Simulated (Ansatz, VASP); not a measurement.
## Two plane-wave programs on Ba

File INCAR:

```
PREC = Accurate
ENCUT = 520
EDIFF = 1E-6
ISMEAR = -1
SIGMA = 0.025
LREAL = F
LASPH = T
NELM = 80
ALGO = Normal
ISIF = 2
LWAVE = F
LCHARG = T
GGA = PS
LELF = T
LVHAR = T
NBANDS = 11
```

KPOINTS

```
Automatic mesh
0
Gamma
  7 7 8
```

File POSCAR:

```
Ba
1.0
    3.9996500000      0.0000000000      0.0000000000
    0.0000000000      3.9996500000      0.0000000000
    0.0000000000      0.0000000000      3.6055390000
Ba
1
Direct
    0.5000000000      0.5000000000      0.5000000000
```

Input for Ansatz:

```yaml
crystal:
  lattice:
    - [3.99965, 0.0, 0.0]
    - [0.0, 3.99965, 0.0]
    - [0.0, 0.0, 3.605539]
  atoms:
    - { symbol: Ba, position: [0.5, 0.5, 0.5] }
basis:
  ecutwfc: 420.0
kpoints:
  mp_grid:
    grid: [7, 7, 8]
hamiltonian:
  xc: pbesol
scf:
  occupations:
    method: fermi_dirac
    width: 0.025
output:
  stress: true
```

Alike in both runs: task single point; functional PBEsol; k mesh 7 × 7 × 8; occupations fermi-dirac, width 0.025 eV; no spin polarisation.

```csv
,VASP,Ansatz
version,VASP 6.6.1,Ansatz 0.2.0
potentials or method,"VASP PAW PBE potentials, release 64 (Ba_sv), cutoff 520 eV","plane waves, PAW"
valence electrons in the cell,10,10
```

Ansatz gave:

| Property | Result |
| --- | --- |
| pressure (GPa) | -0.3 |
| traceless stress, the component that is largest in VASP (GPa) | 2.45 |

**Question.** Estimate VASP's values.

**Answer.** Pressure (GPa): -0.1; traceless stress, the component that is largest in VASP (GPa): 2.57.

VASP's potentials were made for PBE, not for PBEsol.

Neither program's run includes spin-orbit coupling.
